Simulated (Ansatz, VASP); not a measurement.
Os in VASP and in Ansatz

Contents of POSCAR:

```
Os
1.0
    0.0243125000      1.9450000000      1.9450000000
    1.9450000000      0.0243125000      1.9450000000
    1.9693125000      1.9693125000      0.0000000000
Os
1
Direct
    0.0000000000      0.0000000000      0.0000000000
```

Contents of INCAR.step1:

```
SYSTEM = Os
PREC = Accurate
ENCUT = 520
ISMEAR = 0
SIGMA = 0.15
LREAL = .FALSE.
LASPH = .TRUE.
NELM = 60
NBANDS = 10
GGA = PE
ALGO = Normal
EDIFF = 1E-4
LWAVE = .TRUE.
LCHARG = .FALSE.
```

Contents of INCAR.step2:

```
SYSTEM = Os
PREC = Accurate
ENCUT = 520
EDIFF = 1E-6
ISMEAR = 0
SIGMA = 0.15
LREAL = .FALSE.
LASPH = .TRUE.
NELM = 60
ALGO = Normal
ISIF = 2
LWAVE = .FALSE.
LCHARG = .FALSE.
METAGGA = R2SCAN
LMIXTAU = .TRUE.
NBANDS = 10
ISTART = 1
```

The input KPOINTS:

```
Automatic mesh
0
G
  20 20 20
  0 0 0
```

Input for Ansatz:

```yaml
crystal:
  lattice:
    - [0.0243125, 1.945, 1.945]
    - [1.945, 0.0243125, 1.945]
    - [1.9693125, 1.9693125, 0.0]
  atoms:
    - { symbol: Os, position: [0.0, 0.0, 0.0] }
basis:
  ecutwfc: 500
kpoints:
  mp_grid: { grid: [20, 20, 20] }
hamiltonian:
  xc: r2scan
scf:
  occupations: { method: gaussian, width: 0.15 }
output:
  forces: true
  stress: true
  eigenvalues: true
```

Change from the starting cell: strain +0.0250 x Voigt [0, 0, 0, 0, 0, 1], atoms carried along.

Alike in both runs: task single point; functional r2SCAN; k mesh 20 × 20 × 20; occupations gaussian, width 0.15 eV; no spin polarisation.

|  | VASP | Ansatz |
| --- | --- | --- |
| version | VASP 6.6.1 | Ansatz 0.2.0 |
| potentials or method | VASP PAW PBE potentials, release 64 (Os), cutoff 520 eV | scalar-relativistic, plane waves, PAW |
| valence electrons in the cell | 8 | 16 |

```csv
,VASP,Ansatz,Ansatz less VASP
gap on the k mesh at the Fermi level (eV),none,none,-
pressure (GPa),-16.0,-16.6,-0.58
"traceless stress, the component that is largest in VASP (GPa)",-6.99,-7.03,-0.039
```

VASP's potentials were made for PBE, not for r2SCAN. A gap of «none» marks a metal or a gap that the smearing closes. The functional is the same, so the differences come from potentials, cutoffs and numerics. VASP's potentials hold 8 valence electrons a cell and Ansatz's 16, so a difference there can come from the potentials and not from the codes.

Spin-orbit coupling is off throughout.
